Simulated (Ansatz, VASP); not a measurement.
## Two plane-wave programs on N

```xyz
4
Lattice="4.1672 0.0000 0.0000 -2.0836 3.6089 0.0000 0.0000 0.0000 7.0060" Properties=species:S:1:pos:R:3 pbc="T T T"
N     0.0000    2.4059    2.6195
N     0.0000    2.4059    1.1987
N     2.0836    1.2030    5.8073
N     2.0836    1.2030    4.7017
```

Alike in both runs: task single point; functional PBE; k mesh 4 × 4 × 2; no spin polarisation.

|  | VASP | Ansatz |
| --- | --- | --- |
| version | VASP 6.6.1 | Ansatz 0.2.0 |
| potentials or method | VASP PAW PBE potentials, release 64 (N) | plane waves, PAW |
| plane-wave cutoff (eV) | 520 | 420 |
| occupations | gaussian, width 0.01 eV | fixed |
| valence electrons in the cell | 20 | 20 |

|  | VASP | Ansatz | Ansatz less VASP |
| --- | --- | --- | --- |
| gap on the k mesh at the Fermi level (eV) | 4.51 | 4.51 | -0.005 |
| rms of the force components (eV/Å) | 6.263 | 6.308 | +0.0451 |

Atom by atom the forces differ by 0.680 eV/Å (rms over components).

The k mesh is coarse, so the values compare programs but aren't converged. Noted on VASP's run: the standard files for N, O and F lose accuracy on very short bonds.
